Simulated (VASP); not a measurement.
H2C18O, 21 atoms in the cell. The cell holds a slab with vacuum, 21 atoms: a = 7.398 Å, b = 7.398 Å, c = 13.000 Å, α = 90.00°, β = 90.00°, γ = 120.00°. 

```yaml
Program: VASP 6.6.1
Task: single point
Functional: LDA
Potentials_or_basis: VASP PAW LDA potentials, release 64 (C, O, H)
Cutoff: 520 eV
k_mesh: 2 × 2 × 1
Occupations: gaussian, width 0.05 eV
Spin: no spin polarisation
Dipole_correction: no
Further_INCAR_settings: LREAL = Auto; ALGO = Normal; EDIFF = 1e-06; NBANDS = 56
```

Potentials or basis: VASP PAW LDA potentials, release 64 (C, O, H).

Command:

```console
$ cat potpaw_LDA.64/C/POTCAR potpaw_LDA.64/O/POTCAR potpaw_LDA.64/H/POTCAR > POTCAR
$ mpirun -np 1 vasp_std > vasp.out
```

Hardware: 1 thread of AMD EPYC 9R45 (Zen 5), with other jobs on the host.

Estimate the wall time of this run.

It took 5.3 min on 1 thread of AMD EPYC 9R45 (Zen 5) (shared host), peak memory 0.48 GiB. Counts: scf iterations 22, k points 4.
